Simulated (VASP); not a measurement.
# Al2Pt in VASP: single point with PBE

Aim: the single point of Al2Pt with PBE.

All numbers are computed with VASP 6.6.1; they aren't measurements. Logs are shortened: lines on timing, memory, paths and dates and some standing lists are left out, and cuts for length are marked.

## 1. The cell of the first run

The cell holds a slab with vacuum, 9 atoms: a = 4.205 Å, b = 4.205 Å, c = 23.583 Å, α = 90.00°, β = 90.00°, γ = 120.00°.

## 2. Single point, PBE, non-collinear spin, zero start, spin-orbit coupling

INCAR reads:

```
  PREC = Accurate
  ENCUT = 520
  EDIFF = 1E-7
  ISMEAR = 0
  SIGMA = 0.1
  LREAL = F
  LASPH = T
  NELM = 150
  ALGO = Normal
  ISIF = 2
  LWAVE = F
  LCHARG = F
  MAGMOM = 0 0 0 0 0 0 0 0 0 0 0 0 0 0 0 0 0 0 0 0 0 0 0 0 0 0 0
  LORBIT = 11
  LSORBIT = T
  GGA_COMPAT = F
  LORBMOM = T
  LMAXMIX = 4
  LDIPOL = T
  IDIPOL = 3
  DIPOL = 0.5 0.5 0.500
  GGA = PE
  NBANDS = 67
```

KPOINTS reads:

```
Automatic mesh
0
Gamma
  9 9 1
```

POSCAR reads:

```
Al2Pt
1.0
    4.2047455503      0.0000000000      0.0000000000
   -2.1023727751      3.6414164630      0.0000000000
    0.0000000000      0.0000000000     23.5829009136
Al Pt
6 3
Direct
    0.0000000000      0.0000000000      0.3280420300
    0.3333333333      0.6666666667      0.3909141119
    0.6666666667      0.3333333333      0.4634361066
    0.0000000000      0.0000000000      0.5365639001
    0.3333333333      0.6666666667      0.6090858866
    0.6666666667      0.3333333333      0.6719579656
    0.6666666667      0.3333333333      0.3559326158
    0.3333333333      0.6666666667      0.5000000015
    0.0000000000      0.0000000000      0.6440673820
```

Potentials or basis: VASP PAW PBE potentials, release 64 (Al, Pt).

Started as:

```console
cat potpaw_PBE.64/Al/POTCAR potpaw_PBE.64/Pt/POTCAR > POTCAR
mpirun -np 1 vasp_ncl > vasp.out
```

OUTCAR:

```text
PREC = Accurate
   ENCUT = 520
   EDIFF = 1E-7
   ISMEAR = 0
   LREAL = F
   LASPH = T
   NELM = 150
   ISIF = 2
   LORBIT = 11
   LSORBIT = T
   GGA = PE

 ion  position               nearest neighbor table
   1  0.000  0.000  0.328-   7 2.52   7 2.52   7 2.52   2 2.84   2 2.84   2 2.84
   2  0.333  0.667  0.391-   7 2.56   7 2.56   7 2.56   8 2.57   1 2.84   1 2.84   1 2.84   3 2.97
                             3 2.97   3 2.97
   3  0.667  0.333  0.463-   7 2.54   8 2.58   8 2.58   8 2.58   2 2.97   2 2.97   2 2.97   4 2.98
                             4 2.98   4 2.98
   4  0.000  0.000  0.537-   9 2.54   8 2.58   8 2.58   8 2.58   5 2.97   5 2.97   5 2.97   3 2.98
                             3 2.98   3 2.98
   5  0.333  0.667  0.609-   9 2.56   9 2.56   9 2.56   8 2.57   6 2.84   6 2.84   6 2.84   4 2.97
                             4 2.97   4 2.97
   6  0.667  0.333  0.672-   9 2.52   9 2.52   9 2.52   5 2.84   5 2.84   5 2.84
   7  0.667  0.333  0.356-   1 2.52   1 2.52   1 2.52   3 2.54   2 2.56   2 2.56   2 2.56
   8  0.333  0.667  0.500-   5 2.57   2 2.57   3 2.58   3 2.58   3 2.58   4 2.58   4 2.58   4 2.58

   9  0.000  0.000  0.644-   6 2.52   6 2.52   6 2.52   4 2.54   5 2.56   5 2.56   5 2.56

  LATTYP: Found a hexagonal cell.
 ALAT       =     4.2047455503
 C/A-ratio  =     5.6086392462

  Lattice vectors:

 A1 = (   4.2047455503,   0.0000000000,   0.0000000000)
 A2 = (  -2.1023727751,   3.6414164630,   0.0000000000)
 A3 = (   0.0000000000,   0.0000000000,  23.5829009136)

Analysis of symmetry for initial positions (statically):
=====================================================================
 Subroutine PRICEL returns:
 Original cell was already a primitive cell.

 Routine SETGRP: Setting up the symmetry group for a
 hexagonal supercell.

 Subroutine GETGRP returns: Found 12 space group operations
 (whereof  6 operations were pure point group operations)
 out of a pool of 24 trial point group operations.

The static configuration has the point symmetry C_3v.
 The point group associated with its full space group is D_3d.

Analysis of symmetry for dynamics (positions and initial velocities):
=====================================================================
 Subroutine PRICEL returns:
 Original cell was already a primitive cell.

 Routine SETGRP: Setting up the symmetry group for a
 hexagonal supercell.

 Subroutine GETGRP returns: Found 12 space group operations
 (whereof  6 operations were pure point group operations)
 out of a pool of 24 trial point group operations.

The dynamic configuration has the point symmetry C_3v.
 The point group associated with its full space group is D_3d.

Analysis of structural, dynamic, and magnetic symmetry:
=====================================================================
 Subroutine PRICEL returns:
 Original cell was already a primitive cell.

 Routine SETGRP: Setting up the symmetry group for a
 hexagonal supercell.

 Subroutine GETGRP returns: Found 12 space group operations
 (whereof  6 operations were pure point group operations)
 out of a pool of 24 trial point group operations.

The overall configuration has the point symmetry C_3v.
 The point group associated with its full space group is D_3d.

 Subroutine INISYM returns: Found 12 space group operations
 (whereof  6 operations are pure point group operations),
 and found     1 'primitive' translations

----------------------------------------------------------------------------------------

                                     Primitive cell

  volume of cell :     361.0832

  direct lattice vectors                    reciprocal lattice vectors
     4.204745550  0.000000000  0.000000000     0.237826520  0.137309205  0.000000000
    -2.102372775  3.641416463  0.000000000     0.000000000  0.274618410  0.000000000
     0.000000000  0.000000000 23.582900914     0.000000000  0.000000000  0.042403604

  length of vectors
     4.204745550  4.204745550 23.582900914     0.274618410  0.274618410  0.042403604

  position of ions in fractional coordinates (direct lattice)
[... 911 lines left out ...]
 -----------------------------------------------------------------------------
  energy-cutoff  :      520.00
  volume of cell :      361.08
      direct lattice vectors                 reciprocal lattice vectors
     4.204745550  0.000000000  0.000000000     0.237826520  0.137309205  0.000000000
    -2.102372775  3.641416463  0.000000000     0.000000000  0.274618410  0.000000000
     0.000000000  0.000000000 23.582900914     0.000000000  0.000000000  0.042403604

 POSITION                                       TOTAL-FORCE (eV/Angst)
 -----------------------------------------------------------------------------------
      0.00000      0.00000      7.73618         0.000000      0.000000      0.087735
     -0.00000      2.42761      9.21889         0.000000     -0.000000      0.009915
      2.10237      1.21381     10.92917         0.000000     -0.000000      0.035507
      0.00000      0.00000     12.65373        -0.000000      0.000000     -0.035507
     -0.00000      2.42761     14.36401        -0.000000      0.000000     -0.009915
      2.10237      1.21381     15.84672        -0.000000     -0.000000     -0.087735
      2.10237      1.21381      8.39392        -0.000000      0.000000     -0.039715
     -0.00000      2.42761     11.79145        -0.000000     -0.000000     -0.000000
      0.00000      0.00000     15.18898         0.000000     -0.000000      0.039715
 -----------------------------------------------------------------------------------
    total drift:                                0.000000     -0.000000      0.000064

  FREE ENERGIE OF THE ION-ELECTRON SYSTEM (eV)
  ---------------------------------------------------
  free  energy   TOTEN  =       -47.6259906851 eV

  energy  without entropy=      -47.6107026532  energy(sigma->0) =      -47.61834667

 vacuum level on the upper side and lower side of the slab         5.170         5.170

 orbital moment (x)

 # of ion     p       d       tot
 ----------------------------------------
  1        -0.000   0.000  -0.000
  2        -0.000   0.000  -0.000
  3        -0.000   0.000  -0.000
  4        -0.000   0.000  -0.000
  5        -0.000   0.000  -0.000
  6        -0.000   0.000  -0.000
  7         0.000   0.000   0.000
  8         0.000   0.000   0.000
  9         0.000   0.000   0.000
 ----------------------------------------
           -0.000   0.000   0.000

 orbital moment (y)

 # of ion     p       d       tot
 ----------------------------------------
  1        -0.000   0.000  -0.000
  2        -0.000   0.000  -0.000
  3        -0.000   0.000  -0.000
  4        -0.000   0.000  -0.000
  5        -0.000   0.000  -0.000
  6        -0.000   0.000  -0.000
  7         0.000   0.000   0.000
  8        -0.000  -0.000  -0.000
  9         0.000   0.000   0.000
 ----------------------------------------
           -0.000   0.000   0.000

 orbital moment (z)

 # of ion     p       d       tot
 ----------------------------------------
  1         0.000   0.000   0.000
  2        -0.000   0.000  -0.000
  3        -0.000   0.000  -0.000
  4         0.000   0.000   0.000
  5        -0.000   0.000  -0.000
  6         0.000   0.000   0.000
  7         0.000   0.000   0.000
  8         0.000   0.000   0.000
  9         0.000   0.000   0.000
 ----------------------------------------
            0.000   0.000   0.000

 Spin-Orbit-Coupling matrix elements

 Ion:    1  E_soc:     -0.0003123
 l=   1
     0.0000000    -0.0000249    -0.0001065
    -0.0000249     0.0000000    -0.0000249
    -0.0001065    -0.0000249     0.0000000
 l=   2
     0.0000000     0.0000000     0.0000000     0.0000000     0.0000000
     0.0000000     0.0000000     0.0000000     0.0000000     0.0000000
     0.0000000     0.0000000     0.0000000     0.0000000     0.0000000
     0.0000000     0.0000000     0.0000000     0.0000000     0.0000000
     0.0000000     0.0000000     0.0000000     0.0000000     0.0000000
 l=   3
     0.0000000     0.0000000     0.0000000     0.0000000     0.0000000     0.0000000     0.0000000
     0.0000000     0.0000000     0.0000000     0.0000000     0.0000000     0.0000000     0.0000000
     0.0000000     0.0000000     0.0000000     0.0000000     0.0000000     0.0000000     0.0000000
     0.0000000     0.0000000     0.0000000     0.0000000     0.0000000     0.0000000     0.0000000
[... 149 lines left out ...]
 l=   2
     0.0000000    -0.0140040     0.0000000    -0.0140040    -0.0565948
    -0.0140040     0.0000000    -0.0419239    -0.0140717    -0.0140040
     0.0000000    -0.0419239     0.0000000    -0.0419239     0.0000000
    -0.0140040    -0.0140717    -0.0419239     0.0000000    -0.0140040
    -0.0565948    -0.0140040     0.0000000    -0.0140040     0.0000000
 l=   3
     0.0000000     0.0000000     0.0000000     0.0000000     0.0000000     0.0000000     0.0000000
     0.0000000     0.0000000     0.0000000     0.0000000     0.0000000     0.0000000     0.0000000
     0.0000000     0.0000000     0.0000000     0.0000000     0.0000000     0.0000000     0.0000000
     0.0000000     0.0000000     0.0000000     0.0000000     0.0000000     0.0000000     0.0000000
     0.0000000     0.0000000     0.0000000     0.0000000     0.0000000     0.0000000     0.0000000
     0.0000000     0.0000000     0.0000000     0.0000000     0.0000000     0.0000000     0.0000000
     0.0000000     0.0000000     0.0000000     0.0000000     0.0000000     0.0000000     0.0000000

 total charge

# of ion       s       p       d       tot
------------------------------------------
    1        0.450   0.324   0.000   0.774
    2        0.405   0.366   0.000   0.771
    3        0.398   0.355   0.000   0.754
    4        0.398   0.355   0.000   0.754
    5        0.405   0.366   0.000   0.771
    6        0.450   0.324   0.000   0.774
    7        0.821   0.679   8.137   9.637
    8        0.828   0.719   8.140   9.687
    9        0.821   0.679   8.137   9.637
--------------------------------------------------
tot          4.978   4.166  24.413  33.558

 magnetization (x)

# of ion       s       p       d       tot
------------------------------------------
    1        0.000   0.000   0.000   0.000
    2        0.000  -0.000   0.000  -0.000
    3        0.000   0.000   0.000   0.000
    4        0.000  -0.000   0.000  -0.000
    5        0.000  -0.000   0.000   0.000
    6       -0.000   0.000   0.000  -0.000
    7        0.000   0.000   0.000   0.000
    8        0.000   0.000  -0.000  -0.000
    9        0.000  -0.000   0.000   0.000
--------------------------------------------------
tot          0.000  -0.000   0.000   0.000

 magnetization (y)

# of ion       s       p       d       tot
------------------------------------------
    1       -0.000   0.000   0.000  -0.000
    2        0.000   0.000   0.000   0.000
    3        0.000   0.000   0.000   0.000
    4       -0.000   0.000   0.000  -0.000
    5        0.000   0.000   0.000   0.000
    6        0.000   0.000   0.000   0.000
    7        0.000   0.000  -0.000  -0.000
    8        0.000   0.000  -0.000  -0.000
    9        0.000   0.000   0.000   0.000
--------------------------------------------------
tot          0.000   0.000  -0.000   0.000

 magnetization (z)

# of ion       s       p       d       tot
------------------------------------------
    1        0.000  -0.000   0.000  -0.000
    2       -0.000  -0.000   0.000  -0.000
    3        0.000   0.000   0.000   0.000
    4        0.000  -0.000   0.000   0.000
    5       -0.000   0.000   0.000  -0.000
    6       -0.000  -0.000   0.000  -0.000
    7       -0.000   0.000  -0.000  -0.000
    8        0.000  -0.000   0.000  -0.000
    9       -0.000  -0.000   0.000   0.000
--------------------------------------------------
tot         -0.000  -0.000   0.000  -0.000
```

It took 14 min on 1 thread of Intel Xeon 6975P-C (Granite Rapids), shared host; peak memory 1.3 GiB.

Results:

```yaml
Free_energy: -47.6260 eV
Largest_force: 0.088 eV/Å
Net_moment: 0.00 μB per cell
Valence_electrons_inside_the_program's_atomic_spheres: Al 0.77, 0.75 (each value once); Pt 9.64, 9.69 (each value once)
```

Forces in eV/Å, atoms in the order of the input:
```
Al   0.000  0.000  0.088
Al   0.000  0.000  0.010
Al   0.000  0.000  0.036
Al   0.000  0.000 -0.036
Al   0.000  0.000 -0.010
Al   0.000  0.000 -0.088
Pt   0.000  0.000 -0.040
Pt   0.000  0.000  0.000
Pt   0.000  0.000  0.040
```

Moments on the atoms (μB; x, y, z):
```
Al  0.00 0.00 0.00
Al  0.00 0.00 0.00
Al  0.00 0.00 0.00
Al  0.00 0.00 0.00
Al  0.00 0.00 0.00
Al  0.00 0.00 0.00
Pt  0.00 0.00 0.00
Pt  0.00 0.00 0.00
Pt  0.00 0.00 0.00
```
